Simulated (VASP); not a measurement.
# Sn (Im-3m) in VASP: notebook

Sn is run at these levels: PBEsol; tasks: single point.

Program: VASP 6.6.1. These are calculated values, not measurements. Logs are shortened: lines on timing, memory, paths and dates and some standing lists are left out, and cuts for length are marked.

### Step 1. The cell of the first run

It takes space group Im-3m (No. 229, cubic). The conventional cell has a = 3.409 Å, b = 3.409 Å, c = 3.409 Å, α = 90.00°, β = 90.00°, γ = 90.00°. Within 3.9 Å of Sn (site symmetry m-3m) lie 14 Sn at 2.95 to 3.41 Å.

### Step 2. Single point, PBEsol

Input file INCAR:

```
ALGO = Normal
EDIFF = 1E-6
ENCUT = 520
GGA = PS
ISIF = 2
ISMEAR = -1
LASPH = T
LCHARG = F
LREAL = F
LWAVE = F
NBANDS = 13
NELM = 80
PREC = Accurate
SIGMA = 0.05
```

Input file KPOINTS:

```
k-points
0
Gamma
  10 10 10
```

Input file POSCAR:

```
Sn
1.0
   -1.7042878056      1.7042878056      1.7042878056
    1.7042878056     -1.7042878056      1.7042878056
    1.7042878056      1.7042878056     -1.7042878056
Sn
1
Direct
    0.0000000000      0.0000000000      0.0000000000
```

Potentials or basis: VASP PAW PBE potentials, release 64 (Sn_d).

Launch:

```console
cat potpaw_PBE.64/Sn_d/POTCAR > POTCAR
mpirun -np 1 vasp_std > vasp.out
```

OUTCAR:

```text
EDIFF = 1E-6
   ENCUT = 520
   GGA = PS
   ISIF = 2
   ISMEAR = -1
   LASPH = T
   LREAL = F
   NELM = 80
   PREC = Accurate

 ion  position               nearest neighbor table
   1  0.000  0.000  0.000-

  LATTYP: Found a body centered cubic cell.
 ALAT       =     3.4085756112

  Lattice vectors:

 A1 = (  -1.7042878056,   1.7042878056,   1.7042878056)
 A2 = (   1.7042878056,  -1.7042878056,   1.7042878056)
 A3 = (   1.7042878056,   1.7042878056,  -1.7042878056)

Analysis of symmetry for initial positions (statically):
=====================================================================
 Subroutine PRICEL returns:
 Original cell was already a primitive cell.

 Routine SETGRP: Setting up the symmetry group for a
 body centered cubic supercell.

 Subroutine GETGRP returns: Found 48 space group operations
[... 9 lines left out ...]

 Routine SETGRP: Setting up the symmetry group for a
 body centered cubic supercell.

 Subroutine GETGRP returns: Found 48 space group operations
[... 11 lines left out ...]
                                     Primitive cell

  volume of cell :      19.8011

  direct lattice vectors                    reciprocal lattice vectors
    -1.704287806  1.704287806  1.704287806     0.000000000  0.293377679  0.293377679
     1.704287806 -1.704287806  1.704287806     0.293377679  0.000000000  0.293377679
     1.704287806  1.704287806 -1.704287806     0.293377679  0.293377679  0.000000000

  length of vectors
     2.951913070  2.951913070  2.951913070     0.414898692  0.414898692  0.414898692

  position of ions in fractional coordinates (direct lattice)
     0.000000000  0.000000000  0.000000000

  ion indices of the primitive-cell ions
   primitive index   ion index
                 1           1

----------------------------------------------------------------------------------------

 KPOINTS: k-points

Automatic generation of k-mesh.
 Grid dimensions read from file:
 generate k-points for:   10   10   10

 Generating k-lattice:

  Cartesian coordinates                     Fractional coordinates (reciprocal lattice)
     0.000000000  0.029337768  0.029337768     0.100000000  0.000000000  0.000000000
     0.029337768  0.000000000  0.029337768     0.000000000  0.100000000  0.000000000
     0.029337768  0.029337768  0.000000000     0.000000000  0.000000000  0.100000000

  Length of vectors
     0.041489869  0.041489869  0.041489869

  Shift w.r.t. Gamma in fractional coordinates (k-lattice)
     0.000000000  0.000000000  0.000000000

 Subroutine IBZKPT returns following result:
 ===========================================

 Found     47 irreducible k-points:

 Following reciprocal coordinates:
            Coordinates               Weight
  0.000000  0.000000  0.000000      1.000000
  0.100000  0.000000  0.000000     12.000000
  0.200000  0.000000  0.000000     12.000000
  0.300000  0.000000  0.000000     12.000000
  0.400000  0.000000  0.000000     12.000000
  0.500000  0.000000  0.000000      6.000000
[... 16 lines left out ...]
  0.300000  0.300000  0.100000      8.000000
 -0.300000  0.300000  0.100000     24.000000
 [... further k-points ...]
   k-points           NKPTS =     47   k-points in BZ     NKDIM =     47   number of bands    NBANDS=     13
   number of dos      NEDOS =    301   number of ions     NIONS =      1
   total plane-waves  NPLWV =  13824
   dimension x,y,z NGX =    24 NGY =   24 NGZ =   24
   dimension x,y,z NGXF=    48 NGYF=   48 NGZF=   48
   ions per type =               1
   NGX,Y,Z   is equivalent  to a cutoff of  13.52, 13.52, 13.52 a.u.
   NGXF,Y,Z  is equivalent  to a cutoff of  27.03, 27.03, 27.03 a.u.
 SYSTEM =  unknown system
   PREC   = accura    normal or accurate (medium, high low for compatibility)
   ISTART =      0    job   : 0-new  1-cont  2-samecut
   ICHARG =      2    charge: 1-file 2-atom 10-const
   ISPIN  =      1    spin polarized calculation?
   LNONCOLLINEAR =      F non collinear calculations
   LSORBIT =      F    spin-orbit coupling
   LASPH  =      T    aspherical Exc in radial PAW
   ENCUT  =  520.0 eV  38.22 Ry    6.18 a.u.   5.49  5.49  5.49*2*pi/ulx,y,z
   NELM   =     80;   NELMIN=  2; NELMDL= -5     # of ELM steps
   EDIFF  = 0.1E-05   stopping-criterion for ELM
   LREAL  =      F    real-space projection
   EDIFFG = 0.1E-04   stopping-criterion for IOM
   NSW    =      0    number of steps for IOM
   IBRION =     -1    ionic relax: 0-MD 1-quasi-New 2-CG
   NFREE  =      0    steps in history (QN), initial steepest desc. (CG)
   ISIF   =      2    stress and relaxation
   ISYM   =      2    0-nonsym 1-usesym 2-fastsym
   POTIM  = 0.5000    time-step for ionic-motion
   TEBEG  =    0.0;   TEEND  =   0.0 temperature during run
   PSTRESS=    0.0 pullay stress
   NELECT =      14.0000    total number of electrons
   NUPDOWN=      -1.0000    fix difference up-down
   EMIN   =  10.00;   EMAX   =-10.00  energy-range for DOS
[... 5 lines left out ...]
     AMIX     =   0.40;   BMIX     =  1.00
     AMIX_MAG =   1.60;   BMIX_MAG =  1.00
  volume/ion in A,a.u.               =      19.80       133.62
  Fermi-wavevector in a.u.,A,eV,Ry     =   1.458438  2.756048 28.940147  2.127041
  Thomas-Fermi vector in A             =   2.575122
   LORBIT       =      0    0 simple, 1 ext, 2 COOP (PROOUT), +10 PAW based schemes
   GGA     = PS    functional components
   LHFCALC =     F    Hartree Fock is set to
   AEXX    =    0.0000 exact exchange contribution
   IVDW    =     0    specifies the selected vdW correction
   LEPSILON=     F    determine dielectric tensor
   LRPA    =     F    only Hartree local field effects (RPA)
 non-spin polarized calculation
  energy-cutoff  :      520.00
  volume of cell :       19.80
 maximum number of plane-waves:       555
 NGX is ok and might be reduce to    24
   NGX = 11   NGY = 11   NGZ = 11

 number of electron      13.9999993 magnetization

 Free energy of the ion-electron system (eV)
  ---------------------------------------------------
  ext. energy  EPLUGINS =         0.00000000
  ---------------------------------------------------
  free energy    TOTEN  =        -3.78170279 eV

  energy without entropy =       -3.77981846  energy(sigma->0) =       -3.78076063

 E-fermi :  12.4012     XC(G=0): -12.0840

 val. band max:       12.1711844938   @ k =  -0.4000   0.4000   0.4000
 cond. band min:      12.4088093279   @ k =   0.4000   0.2000  -0.0000
 fundamental gap:      0.2376248341
 Fermi energy:        12.4012334990

 k-point     1 :       0.0000    0.0000    0.0000
  band No.  band energies     occupation
      1      -9.4245      2.00000
      2      -9.4245      2.00000
      3      -9.4245      2.00000
      4      -9.0770      2.00000
      5      -9.0770      2.00000
      6      -1.4198      2.00000
      7      23.7921      0.00000
      8      23.7921      0.00000
      9      23.7921      0.00000
     10      25.0142      0.00000
     11      25.0142      0.00000
     12      25.0142      0.00000
     13      27.9010      0.00000

 k-point     2 :       0.1000    0.0000    0.0000
  band No.  band energies     occupation
      1      -9.4373      2.00000
      2      -9.4115      2.00000
      3      -9.3731      2.00000
      4      -9.0906      2.00000
      5      -9.0777      2.00000
      6      -1.1370      2.00000
      7      21.0207      0.00000
      8      22.4506      0.00000
      9      22.9474      0.00000
     10      24.1971      0.00000
     11      24.3250      0.00000
     12      25.0472      0.00000
     13      28.5700      0.00000

 k-point     3 :       0.2000    0.0000    0.0000
  band No.  band energies     occupation
      1      -9.4708      2.00000
      2      -9.3901      2.00000
      3      -9.2363      2.00000
      4      -9.1175      2.00000
      5      -9.0794      2.00000
      6      -0.2790      2.00000
      7      16.7307      0.00000
      8      20.3974      0.00000
      9      21.3152      0.00000
     10      23.3267      0.00000
     11      23.4612      0.00000
     12      25.9216      0.00000
     13      29.1533      0.00000

 k-point     4 :       0.3000    0.0000    0.0000
  band No.  band energies     occupation
      1      -9.5120      2.00000
      2      -9.3974      2.00000
      3      -9.1236      2.00000
      4      -9.0811      2.00000
      5      -9.0624      2.00000
      6       1.1693      2.00000
      7      12.6617      0.01087
      8      18.6851      0.00000
      9      19.9485      0.00000
     10      22.5687      0.00000
     11      22.9217      0.00000
     12      27.4399      0.00000
     13      29.6110      0.00000

 k-point     5 :       0.4000    0.0000    0.0000
  band No.  band energies     occupation
      1      -9.5451      2.00000
      2      -9.4303      2.00000
      3      -9.1061      2.00000
      4      -9.0821      2.00000
      5      -8.9175      2.00000
      6       3.2071      2.00000
      7       9.0135      2.00000
      8      17.5746      0.00000
      9      19.0837      0.00000
     10      22.1141      0.00000
     11      22.6250      0.00000
     12      29.3703      0.00000
     13      29.9670      0.00000

 k-point     6 :       0.5000    0.0000    0.0000
  band No.  band energies     occupation
      1      -9.5577      2.00000
      2      -9.4473      2.00000
      3      -9.0958      2.00000
      4      -9.0825      2.00000
      5      -8.8612      2.00000
      6       5.5708      2.00000
      7       6.1081      2.00000
      8      17.1904      0.00000
      9      18.7894      0.00000
     10      21.9636      0.00000
     11      22.5337      0.00000
     12      30.1207      0.00000
     13      30.7262      0.00000

 k-point     7 :       0.1000    0.1000    0.0000
  band No.  band energies     occupation
      1      -9.4443      2.00000
      2      -9.4100      2.00000
      3      -9.2783      2.00000
      4      -9.1120      2.00000
      5      -9.0792      2.00000
      6      -0.5662      2.00000
      7      18.6565      0.00000
      8      19.4522      0.00000
      9      21.3399      0.00000
     10      24.3395      0.00000
     11      24.5787      0.00000
     12      25.6945      0.00000
     13      28.8487      0.00000
[... 193 lines left out ...]
 k-point    20 :       0.2000    0.2000    0.1000
  band No.  band energies     occupation
      1      -9.4729      2.00000
      2      -9.3882      2.00000
      3      -9.1014      2.00000
      4      -9.0941      2.00000
      5      -9.0230      2.00000
      6       3.4943      2.00000
      7      11.3403      2.00000
      8      12.7870      0.00089
      9      15.0852      0.00000
     10      27.7645      0.00000
     11      28.6630      0.00000
     12      30.1581      0.00000
     13      30.9977      0.00000

 k-point    21 :       0.3000    0.2000    0.1000
  band No.  band energies     occupation
      1      -9.4754      2.00000
      2      -9.3318      2.00000
      3      -9.1049      2.00000
      4      -9.0892      2.00000
      5      -9.0385      2.00000
      6       5.7265      2.00000
      7       8.6790      2.00000
      8      11.6487      2.00000
      9      14.5169      0.00000
     10      27.7597      0.00000
     11      29.9006      0.00000
     12      30.2978      0.00000
     13      31.9738      0.00000

 k-point    22 :      -0.2000    0.2000    0.1000
  band No.  band energies     occupation
      1      -9.4185      2.00000
      2      -9.3634      2.00000
      3      -9.2453      2.00000
      4      -9.1587      2.00000
      5      -9.0797      2.00000
      6       0.0063      2.00000
      7      16.9368      0.00000
      8      19.0536      0.00000
      9      20.0495      0.00000
     10      22.3479      0.00000
     11      24.9597      0.00000
     12      25.4777      0.00000
     13      29.8146      0.00000

 k-point    23 :       0.3000    0.3000    0.1000
  band No.  band energies     occupation
      1      -9.4623      2.00000
      2      -9.2099      2.00000
      3      -9.2099      2.00000
      4      -9.0735      2.00000
      5      -9.0735      2.00000
      6       7.2825      2.00000
      7       9.0177      2.00000
      8       9.0177      2.00000
      9      14.2175      0.00000
     10      29.2861      0.00000
     11      29.2861      0.00000
     12      31.0903      0.00000
     13      33.7069      0.00000

 k-point    24 :      -0.3000    0.3000    0.1000
  band No.  band energies     occupation
      1      -9.4569      2.00000
      2      -9.3669      2.00000
      3      -9.1651      2.00000
      4      -9.0959      2.00000
      5      -9.0698      2.00000
      6       1.4541      2.00000
      7      12.9106      0.00008
      8      17.4856      0.00000
      9      18.8993      0.00000
     10      23.1975      0.00000
     11      24.1036      0.00000
     12      25.3069      0.00000
     13      32.0818      0.00000

 [... further k-points ...]
[... 5 lines left out ...]
  --------------------------------------------------------------------------------------
  -------------------------------------------------------------------------------------
  Total        3.7061632      3.7061632      3.7061632      0.0000000      0.0000000      0.0000000
  in kB      299.8791856    299.8791856    299.8791856      0.0000000      0.0000000      0.0000000
  external PRESSURE =     299.8791856 kB  Pullay stress =       0.0000000 kB

 VOLUME and BASIS-vectors are now :
 -----------------------------------------------------------------------------
  energy-cutoff  :      520.00
  volume of cell :       19.80
      direct lattice vectors                 reciprocal lattice vectors
    -1.704287806  1.704287806  1.704287806     0.000000000  0.293377679  0.293377679
     1.704287806 -1.704287806  1.704287806     0.293377679  0.000000000  0.293377679
     1.704287806  1.704287806 -1.704287806     0.293377679  0.293377679  0.000000000

 POSITION                                       TOTAL-FORCE (eV/Angst)
 -----------------------------------------------------------------------------------
      0.00000      0.00000      0.00000        -0.000000      0.000000      0.000000
 -----------------------------------------------------------------------------------
    total drift:                                0.000000      0.000000      0.000000

  FREE ENERGIE OF THE ION-ELECTRON SYSTEM (eV)
  ---------------------------------------------------
  free  energy   TOTEN  =        -3.7817027888 eV

  energy  without entropy=       -3.7798184644  energy(sigma->0) =       -3.78076063
```

Wall time 6.3 s (1 thread of Intel Xeon Platinum 8259CL at 2.50GHz (Skylake/Cascade Lake), shared host); peak memory 0.13 GiB.

What came out:

| Item | Value |
| --- | --- |
| Free energy | -3.7817 eV |
| Pressure | 30.0 GPa |
| Band gap on the k mesh | zero (band 7 reaches 23.79 eV, above the bottom of band 8 at 9.02 eV) |

Caveat: the PAW data sets were made with another functional, which shifts forces and pressure a little; spin-orbit coupling is left out, which moves the levels of the heavy elements.

(Continued in part 2 of 2.)
